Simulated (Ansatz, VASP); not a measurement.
Ge3Pd: VASP beside Ansatz

```xyz
4
Lattice="3.5824 0.0000 0.0000 0.0000 3.5824 0.0000 0.0000 0.0000 5.6018" Properties=species:S:1:pos:R:3 pbc="T T T"
Ge    0.0000    0.0000    2.8009
Ge    1.7912    1.7912    0.0000
Ge    1.7912    1.7912    2.8009
Pd    0.0000    0.0000    0.0000
```

Alike in both runs: task single point; functional PBE; k mesh 6 × 6 × 4; occupations gaussian, width 0.1 eV; no spin polarisation.

|  | VASP | Ansatz |
| --- | --- | --- |
| version | VASP 6.6.1 | Ansatz 0.2.0 |
| potentials or method | VASP PAW PBE potentials, release 64 (Ge_d, Pd), cutoff 520 eV | scalar-relativistic, plane waves, PAW |
| valence electrons in the cell | 52 | 60 |

|  | VASP | Ansatz | Ansatz less VASP |
| --- | --- | --- | --- |
| gap on the k mesh at the Fermi level (eV) | none | none | - |
| pressure (GPa) | 4.6 | 4.6 | -0.08 |
| traceless stress, the component that is largest in VASP (GPa) | -8.21 | -8.14 | +0.065 |

A gap of «none» marks a metal or a gap that the smearing closes. The functional is the same, so the differences come from potentials, cutoffs and numerics. VASP's potentials hold 52 valence electrons a cell and Ansatz's 60, so a difference there can come from the potentials and not from the codes.
